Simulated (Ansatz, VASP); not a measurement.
## One calculation of MgO, two programs

```xyz
2
Lattice="0.0000 2.1351 2.1351 2.1351 0.0000 2.1351 2.1351 2.1351 0.0000" Properties=species:S:1:pos:R:3 pbc="T T T"
Mg    0.0000    0.0000    0.0000
O     2.1351    2.1351    2.1351
```

Alike in both runs: task single point; functional r2SCAN; k mesh 8 × 8 × 8; occupations gaussian, width 0.1 eV; no spin polarisation.

```csv
,VASP,Ansatz
version,VASP 6.6.1,Ansatz 0.2.0
potentials or method,"VASP PAW PBE potentials, release 64 (Mg_sv, O), cutoff 660 eV","scalar-relativistic, plane waves, PAW"
valence electrons in the cell,16,16
```

VASP gave:

* gap on the k mesh at the Fermi level (eV): 5.25
* least direct gap on the mesh (eV): 5.25
* pressure (GPa): -7.2

Problem. Estimate Ansatz's values.

Solution. gap on the k mesh at the Fermi level (eV): 5.22; least direct gap on the mesh (eV): 5.22; pressure (GPa): -7.1.

VASP's potentials were made for PBE, not for r2SCAN.
